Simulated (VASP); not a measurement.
# Cr (P6_3/mmc) in VASP: a series of runs

Cr is run at these levels: LDA; tasks: single point.

Program: VASP 6.6.1. These are calculated values, not measurements. Logs are shortened: lines on timing, memory, paths and dates and some standing lists are left out, and cuts for length are marked.

## Step 1: The cell of the first run

It takes space group P6_3/mmc (No. 194, hexagonal). Conventional cell: a = 2.714 Å, b = 2.714 Å, c = 4.410 Å, α = 90.00°, β = 90.00°, γ = 120.00°. Within 3.6 Å of Cr (site symmetry -6m2) lie 12 Cr at 2.71 Å.

This isn't the form of Cr at room conditions, which is bcc.

## Step 2: Single point, LDA

File INCAR:

```
PREC = Accurate
ENCUT = 520
EDIFF = 1E-6
ISMEAR = -1
SIGMA = 0.03
LREAL = False
LASPH = True
NELM = 80
ALGO = Normal
ISIF = 2
LWAVE = False
LCHARG = True
GGA = CA
LELF = True
LVHAR = True
NBANDS = 32
```

File KPOINTS:

```
regular mesh
0
Gamma
  10 10 10
```

File POSCAR:

```
Cr
1.0
    2.7140000000      0.0000000000      0.0000000000
    0.0000000000      4.7007858918      0.0000000000
    1.3570000000      2.3503929459      4.4100000000
Cr
4
Direct
    0.8750000000      0.2083333334      0.2500000000
    0.3750000000      0.7083333334      0.2500000000
    0.1250000000      0.7916666666      0.7500000000
    0.6250000000      0.2916666666      0.7500000000
```

Potentials or basis: VASP PAW LDA potentials, release 64 (Cr_pv).

Command:

```console
cat potpaw_LDA.64/Cr_pv/POTCAR > POTCAR
mpirun -np 1 vasp_std > vasp.out
```

OUTCAR:

```text
PREC = Accurate
   ENCUT = 520
   EDIFF = 1E-6
   ISMEAR = -1
   LREAL = False
   LASPH = True
   NELM = 80
   ISIF = 2
   GGA = CA

 ion  position               nearest neighbor table
   1  0.875  0.208  0.250-   3 2.71   4 2.71   3 2.71   4 2.71   4 2.71   3 2.71   2 2.71   2 2.71
                             2 2.71   2 2.71
   2  0.375  0.708  0.250-   4 2.71   3 2.71   3 2.71   4 2.71   3 2.71   4 2.71   1 2.71   1 2.71
                             1 2.71   1 2.71
   3  0.125  0.792  0.750-   2 2.71   1 2.71   1 2.71   1 2.71   2 2.71   2 2.71   4 2.71   4 2.71
                             4 2.71   4 2.71
   4  0.625  0.292  0.750-   1 2.71   2 2.71   2 2.71   2 2.71   1 2.71   1 2.71   3 2.71   3 2.71
                             3 2.71   3 2.71

  LATTYP: Found a body centered orthorhombic cell.
 ALAT       =     2.7140000000
 B/A-ratio  =     1.7320508076
 C/A-ratio  =     3.2498157701

  Lattice vectors:

 A1 = (   1.3570000000,   2.3503929459,  -4.4100000000)
 A2 = (  -1.3570000000,  -2.3503929459,  -4.4100000000)
 A3 = (  -1.3570000000,   2.3503929459,   4.4100000000)

Analysis of symmetry for initial positions (statically):
=====================================================================
 Subroutine PRICEL returns following result:

  LATTYP: Found a hexagonal cell.
 ALAT       =     2.7140000000
 C/A-ratio  =     1.6249078850

  Lattice vectors:

 A1 = (  -2.7140000000,   0.0000000000,   0.0000000000)
 A2 = (   1.3570000000,  -2.3503929459,   0.0000000000)
 A3 = (   0.0000000000,   0.0000000000,   4.4100000000)

   2 primitive cells build up your supercell.

 Routine SETGRP: Setting up the symmetry group for a
 body centered orthorhombic supercell.

 Subroutine GETGRP returns: Found  8 space group operations
 (whereof  4 operations were pure point group operations)
 out of a pool of  8 trial point group operations.

The static configuration has the point symmetry C_2h.
 The point group associated with its full space group is D_2h.

Analysis of symmetry for dynamics (positions and initial velocities):
=====================================================================
 Subroutine PRICEL returns following result:

  LATTYP: Found a hexagonal cell.
 ALAT       =     2.7140000000
 C/A-ratio  =     1.6249078850

  Lattice vectors:

 A1 = (  -2.7140000000,   0.0000000000,   0.0000000000)
 A2 = (   1.3570000000,  -2.3503929459,   0.0000000000)
 A3 = (   0.0000000000,   0.0000000000,   4.4100000000)

   2 primitive cells build up your supercell.

[... 100 lines left out ...]
   ISTART =      0    job   : 0-new  1-cont  2-samecut
   ICHARG =      2    charge: 1-file 2-atom 10-const
   ISPIN  =      1    spin polarized calculation?
   LNONCOLLINEAR =      F non collinear calculations
   LSORBIT =      F    spin-orbit coupling
   LASPH  =      T    aspherical Exc in radial PAW
   ENCUT  =  520.0 eV  38.22 Ry    6.18 a.u.   5.05  8.74  9.63*2*pi/ulx,y,z
   NELM   =     80;   NELMIN=  2; NELMDL= -5     # of ELM steps
   EDIFF  = 0.1E-05   stopping-criterion for ELM
   LREAL  =      F    real-space projection
   EDIFFG = 0.1E-04   stopping-criterion for IOM
   NSW    =      0    number of steps for IOM
   IBRION =     -1    ionic relax: 0-MD 1-quasi-New 2-CG
   NFREE  =      0    steps in history (QN), initial steepest desc. (CG)
   ISIF   =      2    stress and relaxation
   ISYM   =      2    0-nonsym 1-usesym 2-fastsym
   POTIM  = 0.5000    time-step for ionic-motion
   TEBEG  =    0.0;   TEEND  =   0.0 temperature during run
   PSTRESS=    0.0 pullay stress
   NELECT =      48.0000    total number of electrons
   NUPDOWN=      -1.0000    fix difference up-down
   EMIN   =  10.00;   EMAX   =-10.00  energy-range for DOS
   EFERMI =   0.00;   METHOD = LEGACY
   ISMEAR =    -1;   SIGMA  =   0.03  broadening in eV -4-tet -1-fermi 0-gaus
   EFERMI_NEDOS =   21; number of points for ismear=-14 and -15
   IALGO  =     38    algorithm
   IMIX   =      4    mixing-type and parameters
     AMIX     =   0.40;   BMIX     =  1.00
     AMIX_MAG =   1.60;   BMIX_MAG =  1.00
  volume/ion in A,a.u.               =      14.07        94.92
  Fermi-wavevector in a.u.,A,eV,Ry     =   1.552681  2.934142 32.801180  2.410819
  Thomas-Fermi vector in A             =   2.657021
   LORBIT       =      0    0 simple, 1 ext, 2 COOP (PROOUT), +10 PAW based schemes
   GGA     = CA    functional components
   LHFCALC =     F    Hartree Fock is set to
   AEXX    =    0.0000 exact exchange contribution
   IVDW    =     0    specifies the selected vdW correction
   LEPSILON=     F    determine dielectric tensor
   LRPA    =     F    only Hartree local field effects (RPA)
 non-spin polarized calculation
  energy-cutoff  :      520.00
  volume of cell :       56.26
 maximum number of plane-waves:      1538
   NGX = 11   NGY = 17   NGZ = 19

 number of electron      48.0000029 magnetization

 Free energy of the ion-electron system (eV)
  ---------------------------------------------------
  ext. energy  EPLUGINS =         0.00000000
  ---------------------------------------------------
  free energy    TOTEN  =       -38.90292537 eV

  energy without entropy =      -38.86901837  energy(sigma->0) =      -38.88597187

 E-fermi :   8.0311     XC(G=0): -12.8682

 val. band max:        8.0287027107   @ k =  -0.4000  -0.3000   0.1000
 cond. band min:       8.0331566439   @ k =   0.0000  -0.4000   0.2000
 fundamental gap:      0.0044539332
 Fermi energy:         8.0310508257

 k-point     1 :       0.0000    0.0000    0.0000
  band No.  band energies     occupation
      1     -34.6665      2.00000
      2     -34.6665      2.00000
      3     -34.6655      2.00000
      4     -34.3207      2.00000
      5     -34.3207      2.00000
      6     -34.2985      2.00000
[... 829 lines left out ...]
     31       9.8914      0.00000
     32      10.0057      0.00000

 [... further k-points ...]
[... 5 lines left out ...]
  --------------------------------------------------------------------------------------
  -------------------------------------------------------------------------------------
  Total      -14.7344995    -14.8196593    -11.6771478      0.0000000      0.0000000      0.0000000
  in kB     -419.5918712   -422.0169551   -332.5281796      0.0000000      0.0000000      0.0000000
  external PRESSURE =    -391.3790020 kB  Pullay stress =       0.0000000 kB

 VOLUME and BASIS-vectors are now :
 -----------------------------------------------------------------------------
  energy-cutoff  :      520.00
  volume of cell :       56.26
      direct lattice vectors                 reciprocal lattice vectors
     2.714000000  0.000000000  0.000000000     0.368459838  0.000000000 -0.113378685
     0.000000000  4.700785892  0.000000000     0.000000000  0.212730387 -0.113378685
     1.357000000  2.350392946  4.410000000     0.000000000  0.000000000  0.226757370

 POSITION                                       TOTAL-FORCE (eV/Angst)
 -----------------------------------------------------------------------------------
      2.71400      1.56693      1.10250         0.000000     -0.008956      0.000000
      1.35700      3.91732      1.10250        -0.000000     -0.008956     -0.000000
      1.35700      5.48425      3.30750        -0.000000      0.008956     -0.000000
      2.71400      3.13386      3.30750         0.000000      0.008956      0.000000
 -----------------------------------------------------------------------------------
    total drift:                                0.000000      0.000000      0.000000

  FREE ENERGIE OF THE ION-ELECTRON SYSTEM (eV)
  ---------------------------------------------------
  free  energy   TOTEN  =       -38.9029253744 eV

  energy  without entropy=      -38.8690183742  energy(sigma->0) =      -38.88597187
```

It took 6 min on 1 thread of Intel Xeon 8259CL, shared host; peak memory 0.32 GiB.

Results:

```
Free energy            : -38.9029 eV
Pressure               : -39.1 GPa
Largest force          : 0.009 eV/Å
Band gap on the k mesh : zero (bands 24 and 25 overlap by 0.99 eV)
```

Forces on the atoms (eV/Å):
```
Cr   0.000 -0.009  0.000
Cr   0.000 -0.009  0.000
Cr   0.000  0.009  0.000
Cr   0.000  0.009  0.000
```

Stress tensor (GPa, compression positive):
```
-41.96   0.00   0.00
  0.00 -42.20   0.00
  0.00   0.00 -33.25
```

Levels at points of the mesh, in eV from the Fermi level:
| k point | band 21 | band 22 | band 23 | band 24 | band 25 | band 26 | band 27 | band 28 |
| --- | --- | --- | --- | --- | --- | --- | --- | --- |
| (0.00, 0.00, 0.00) | -0.31 | 0.07 | 0.07 | 0.53 | 0.53 | 0.63 | 0.63 | 0.67 |
| (0.50, 0.00, 0.00) | -0.63 | -0.63 | -0.63 | -0.63 | 0.06 | 0.06 | 1.16 | 1.16 |
| (0.00, 0.50, 0.00) | -0.64 | -0.64 | -0.06 | -0.06 | 0.07 | 0.07 | 0.73 | 0.73 |
| (0.50, 0.50, 0.00) | -0.45 | -0.35 | 0.09 | 0.63 | 0.63 | 1.02 | 1.02 | 1.95 |
| (0.00, 0.00, 0.50) | -0.45 | -0.36 | -0.36 | -0.36 | -0.36 | -0.35 | 0.09 | 1.43 |

Caveat: the cell stands under tension; the run has no spin polarisation, though such a crystal can be magnetic.

## Step 3: Single point, LDA, collinear spin, ferrimagnetic start

File INCAR:

```
ALGO     = Normal         # electronic algorithm
EDIFF    = 1E-6           # SCF threshold, eV
ENCUT    = 520            # plane-wave cutoff, eV
GGA      = CA             # functional
ISIF     = 2              # what is computed and relaxed
ISMEAR   = -1             # smearing method
ISPIN    = 2              # spin polarisation
LASPH    = T              # aspherical terms in the spheres
LCHARG   = F              # write CHGCAR
LMAXMIX  = 4              # l up to which the mixer works
LORBIT   = 11             # projections on sites
LREAL    = F              # projectors in reciprocal space
LWAVE    = F              # write WAVECAR
MAGMOM   = 3 3 3 -3       # initial moments
NBANDS   = 36             # bands
NELM     = 150            # most SCF steps
PREC     = Accurate       # precision mode
SIGMA    = 0.03           # smearing width, eV
```

File KPOINTS:

```
k-points
0
Gamma
  10 10 10
```

POSCAR is that of step 2.

Potentials or basis: VASP PAW LDA potentials, release 64 (Cr_pv).

Command:

```console
cat potpaw_LDA.64/Cr_pv/POTCAR > POTCAR
mpirun -np 1 vasp_std > vasp.out
```

It took 30 min on 1 thread of Oxide Virtual Turin-like, shared host; peak memory 0.47 GiB.

It converged, with:

```
Free energy                                           : -38.9046 eV
Pressure                                              : -38.5 GPa
Largest force                                         : 0.057 eV/Å
Net moment                                            : 1.00 μB per cell
Site moments                                          : Cr +0.24, +0.74, -0.30 (each value once) μB
Valence electrons inside the program's atomic spheres : Cr 10.73
```

Forces in eV/Å, atoms in the order of the input:
```
Cr   0.000 -0.010  0.011
Cr   0.000 -0.010 -0.011
Cr   0.000  0.057  0.000
Cr   0.000 -0.036  0.000
```

Stress tensor (GPa, compression positive):
```
-40.83   0.00   0.00
  0.00 -41.65   0.00
  0.00   0.00 -33.10
```

Levels at points of the mesh, in eV from the Fermi level:
Spin up:
| k point | band 22 | band 23 | band 24 | band 25 | band 26 | band 27 | band 28 | band 29 |
| --- | --- | --- | --- | --- | --- | --- | --- | --- |
| (0.00, 0.00, 0.00) | -0.02 | -0.01 | 0.33 | 0.43 | 0.53 | 0.63 | 0.63 | 0.95 |
| (0.50, 0.00, 0.00) | -0.74 | -0.67 | -0.64 | -0.03 | 0.00 | 1.05 | 1.10 | 1.33 |
| (0.00, 0.50, 0.00) | -0.64 | -0.20 | -0.12 | -0.07 | 0.05 | 0.54 | 0.70 | 0.84 |
| (0.50, 0.50, 0.00) | -0.44 | 0.00 | 0.53 | 0.56 | 0.95 | 0.96 | 1.82 | 1.95 |
| (0.00, 0.00, 0.50) | -0.50 | -0.45 | -0.44 | -0.43 | -0.39 | 0.03 | 1.32 | 1.32 |
Spin down:
```csv
k point,band 20,band 21,band 22,band 23,band 24,band 25,band 26,band 27,band 28,band 29
"(0.00, 0.00, 0.00)",-0.21,-0.20,0.16,0.18,0.51,0.64,0.71,0.74,0.84,1.09
"(0.50, 0.00, 0.00)",-1.43,-0.61,-0.58,-0.50,-0.46,0.15,0.18,1.25,1.29,1.53
"(0.00, 0.50, 0.00)",-0.93,-0.62,-0.46,-0.03,0.07,0.10,0.25,0.71,0.90,1.04
"(0.50, 0.50, 0.00)",-0.81,-0.34,-0.26,0.17,0.74,0.76,1.09,1.09,2.01,2.15
"(0.00, 0.00, 0.50)",-0.70,-0.38,-0.32,-0.28,-0.27,-0.23,-0.20,0.20,1.52,1.53
```

Caveat: the cell stands under tension.

## Step 4: Single point, LDA, collinear spin, ferromagnetic start

File INCAR:

```
SYSTEM = Cr
ALGO     = Normal         ! electronic algorithm
EDIFF    = 1E-6           ! SCF threshold, eV
ENCUT    = 520            ! plane-wave cutoff, eV
ISIF     = 2              ! what is computed and relaxed
ISMEAR   = -1             ! smearing method
ISPIN    = 2              ! spin polarisation
LASPH    = .True.         ! aspherical terms in the spheres
LCHARG   = .False.        ! write CHGCAR
LMAXMIX  = 4              ! l up to which the mixer works
LORBIT   = 11             ! projections on sites
LREAL    = .False.        ! projectors in reciprocal space
LWAVE    = .False.        ! write WAVECAR
MAGMOM   = 3 3 3 3        ! initial moments
NBANDS   = 36             ! bands
NELM     = 150            ! most SCF steps
PREC     = Accurate       ! precision mode
SIGMA    = 0.03           ! smearing width, eV
```

File KPOINTS:

```
k-points
0
Gamma
  10 10 10
  0 0 0
```

POSCAR is that of step 3.

Command:

```console
cat potpaw_LDA.64/Cr_pv/POTCAR > POTCAR
mpirun -np 1 vasp_std > vasp.out
```

Run time: 13 min. Hardware: 1 thread of Oxide Virtual Turin-like, shared host; peak memory 0.45 GiB.

The run converged. Its results:

```
Free energy                                           : -38.9052 eV
Pressure                                              : -38.6 GPa
Net moment                                            : 1.74 μB per cell
Site moments                                          : Cr +0.40 μB
Valence electrons inside the program's atomic spheres : Cr 10.73
```

Stress tensor (GPa, compression positive):
```
-41.07   0.00   0.00
  0.00 -41.09   0.00
  0.00   0.00 -33.76
```

Levels at points of the mesh, in eV from the Fermi level:
Spin up:
```tsv
k point	band 22	band 23	band 24	band 25	band 26	band 27	band 28	band 29
(0.00, 0.00, 0.00)	-0.09	-0.08	0.36	0.36	0.47	0.47	0.60	0.90
(0.50, 0.00, 0.00)	-0.77	-0.77	-0.77	-0.09	-0.09	1.00	1.00	1.31
(0.00, 0.50, 0.00)	-0.78	-0.20	-0.20	-0.09	-0.09	0.57	0.57	0.83
(0.50, 0.50, 0.00)	-0.49	-0.05	0.47	0.47	0.90	0.90	1.78	1.88
(0.00, 0.00, 0.50)	-0.52	-0.52	-0.52	-0.52	-0.49	-0.05	1.26	1.26
```
Spin down:
| k point | band 20 | band 21 | band 22 | band 23 | band 24 | band 25 | band 26 | band 27 |
| --- | --- | --- | --- | --- | --- | --- | --- | --- |
| (0.00, 0.00, 0.00) | -0.14 | -0.13 | 0.24 | 0.24 | 0.72 | 0.72 | 0.75 | 0.81 |
| (0.50, 0.00, 0.00) | -1.39 | -0.47 | -0.47 | -0.47 | -0.47 | 0.23 | 0.23 | 1.34 |
| (0.00, 0.50, 0.00) | -0.93 | -0.48 | -0.48 | 0.10 | 0.10 | 0.25 | 0.25 | 0.91 |
| (0.50, 0.50, 0.00) | -0.76 | -0.27 | -0.18 | 0.25 | 0.81 | 0.81 | 1.14 | 1.14 |
| (0.00, 0.00, 0.50) | -0.68 | -0.27 | -0.19 | -0.19 | -0.19 | -0.19 | -0.18 | 0.24 |

Caveat: the cell stands under tension.

## Step 5: The runs side by side

```csv
spin,gap on the mesh (eV),pressure (GPa),moment (μB),largest force (eV/Å)
off,none,-39.1,-,0.01
"collinear, ferrimagnetic start",none,-38.5,1.00,0.06
"collinear, ferromagnetic start",none,-38.6,1.74,-
```

Alike in all rows: task single point; level LDA; potentials or basis VASP PAW LDA potentials, release 64 (Cr_pv); cell as given; k mesh 10 × 10 × 10; cutoff (eV) 520; smearing fermi-dirac 0.03 eV.

Caveats: the cell stands under tension.

Total energies depend on the potentials used, so only differences within one code and one set of settings carry meaning.
